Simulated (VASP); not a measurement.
Runs of VASP 6.6.1 on Ga. The structure is that of space group P6_3/mmc (No. 194), or close to it. The cells are those of the table. This isn't the form of Ga at room conditions, which is orthorhombic.

```csv
cell,gap on the mesh (eV),pressure (GPa)
"a = 2.999, b = 2.999, c = 9.788 Å, angles 90.0, 90.0, 120.0°, 4 atoms",none,5.4
"a = 3.087, b = 3.087, c = 10.077 Å, angles 90.0, 90.0, 120.0°, 4 atoms",none,1.5
"a = 3.129, b = 3.129, c = 10.215 Å, angles 90.0, 90.0, 120.0°, 4 atoms",none,(b)
"a = 3.170, b = 3.170, c = 10.349 Å, angles 90.0, 90.0, 120.0°, 4 atoms",none,-1.0
"a = 3.043, b = 3.043, c = 9.935 Å, angles 90.0, 90.0, 120.0°, 4 atoms",none,(a)
```

Alike in all rows: task single point; level BLYP; potentials or basis VASP PAW PBE potentials, release 64 (Ga_d); no spin polarisation; k mesh 13 × 13 × 4; cutoff (eV) 520; smearing fermi-dirac 0.1 eV.

**Question.** Estimate the missing entries.

**Answer.** (a) 3.1; (b) 0.0.

Caveats: the PAW data sets were made with another functional, which shifts forces and pressure a little; the cell stands under pressure (at least some runs).

A k mesh can miss the band edges, and the runs leave out spin-orbit coupling on Ga.

A gap of «none» marks levels without a gap at the run's occupations.
